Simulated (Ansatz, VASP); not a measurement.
# BN: VASP beside Ansatz

The input INCAR:

```
SYSTEM = BN
PREC = Accurate
ENCUT = 520
EDIFF = 1E-6
ISMEAR = 0
SIGMA = 0.05
LREAL = .FALSE.
LASPH = .TRUE.
NELM = 80
ALGO = Normal
ISIF = 2
LWAVE = .FALSE.
LCHARG = .TRUE.
GGA = PE
IVDW = 12
LELF = .TRUE.
LVHAR = .TRUE.
NBANDS = 16
```

The input KPOINTS:

```
regular mesh
0
G
  12 12 4
  0 0 0
```

POSCAR

```
BN
1.0
    2.5099983704      0.0000000000      0.0000000000
   -1.2549991852      2.1737223522      0.0000000000
    0.0000000000      0.0000000000      6.6900000000
B N
2 2
Direct
    0.0000000000      0.0000000000      0.5000000000
    0.3333333333      0.6666666667      0.0000000000
    0.0000000000      0.0000000000      0.0000000000
    0.5639833223      0.2873292980      0.5000000000
```

Input for Ansatz:

```yaml
crystal:
  lattice:
    - [2.5099983704, 0.0, 0.0]
    - [-1.2549991852, 2.1737223522, 0.0]
    - [0.0, 0.0, 6.69]
  atoms:
    - { symbol: B, position: [0.0, 0.0, 0.5] }
    - { symbol: B, position: [0.3333333333, 0.6666666667, 0.0] }
    - { symbol: "N", position: [0.0, 0.0, 0.0] }
    - { symbol: "N", position: [0.5639833223, 0.287329298, 0.5] }
basis:
  ecutwfc: 420
kpoints:
  mp_grid: { grid: [12, 12, 4] }
hamiltonian:
  xc: pbe
  dispersion: d3bj
scf:
  occupations: { method: gaussian, width: 0.05 }
output:
  forces: true
  stress: true
  eigenvalues: true
```

Alike in both runs: task single point; functional PBE; dispersion D3(BJ); k mesh 12 × 12 × 4; occupations gaussian, width 0.05 eV; no spin polarisation.

|  | VASP | Ansatz |
| --- | --- | --- |
| version | VASP 6.6.1 | Ansatz 0.2.0 |
| potentials or method | VASP PAW PBE potentials, release 64 (B, N), cutoff 520 eV | scalar-relativistic, plane waves, PAW |
| valence electrons in the cell | 16 | 16 |

Ansatz gave:

- gap on the k mesh at the Fermi level (eV): 2.70
- least direct gap on the mesh (eV): 4.15
- pressure (GPa): 10.7
- traceless stress, the component that is largest in VASP (GPa): 18.31
- rms of the force components (eV/Å): 5.433

Problem. Which values does VASP return?

Solution. gap on the k mesh at the Fermi level (eV): 2.69; least direct gap on the mesh (eV): 4.14; pressure (GPa): 10.8; traceless stress, the component that is largest in VASP (GPa): 18.39; rms of the force components (eV/Å): 5.442.

Atom by atom the forces differ by 0.010 eV/Å (rms over components).
